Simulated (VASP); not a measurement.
A run of VASP 6.6.1:

INCAR

```
PREC = Accurate ; ENCUT = 1340
EDIFF = 1E-6 ; ISMEAR = 0
SIGMA = 0.05 ; LREAL = False
LASPH = True ; NELM = 120
ALGO = Normal ; ISIF = 2
LWAVE = False ; LCHARG = False
GGA = PE ; NBANDS = 28
GGA_COMPAT = False
```

Contents of KPOINTS:

```
Automatic mesh
0
Gamma
  8 8 8
```

POSCAR

```
BaTiO3
1.0
    4.0192501416      0.0000000000      0.0000000000
    0.0000000000      4.0192501416      0.0000000000
    0.0000000000      0.0000000000      4.1398276458
Ba Ti O
1 1 3
Direct
    0.5000000000      0.5000000000      0.5000000000
    0.0000000000      0.0000000000      0.0000000000
    0.5000000000      0.0000000000      0.0000000000
    0.0000000000      0.5000000000      0.0000000000
    0.0000000000      0.0000000000      0.5000000000
```

Potentials or basis: VASP PAW PBE potentials, release 64 (Ba_sv, Ti_sv, O_h).

The run is started by

```console
$ cat potpaw_PBE.64/Ba_sv/POTCAR potpaw_PBE.64/Ti_sv/POTCAR potpaw_PBE.64/O_h/POTCAR > POTCAR
$ mpirun -np 1 vasp_std > vasp.out
```

Hardware: 1 thread of Intel(R) Xeon(R) Platinum 8259CL CPU @ 2.50GHz (Skylake/Cascade Lake) (shared host).

**Question.** How long does it take, and how much memory?

**Answer.** Wall time 7.9 min on 1 thread of Intel(R) Xeon(R) Platinum 8259CL CPU @ 2.50GHz (Skylake/Cascade Lake) (shared host), peak memory 0.74 GiB. Counts: scf iterations 16, k points 75.
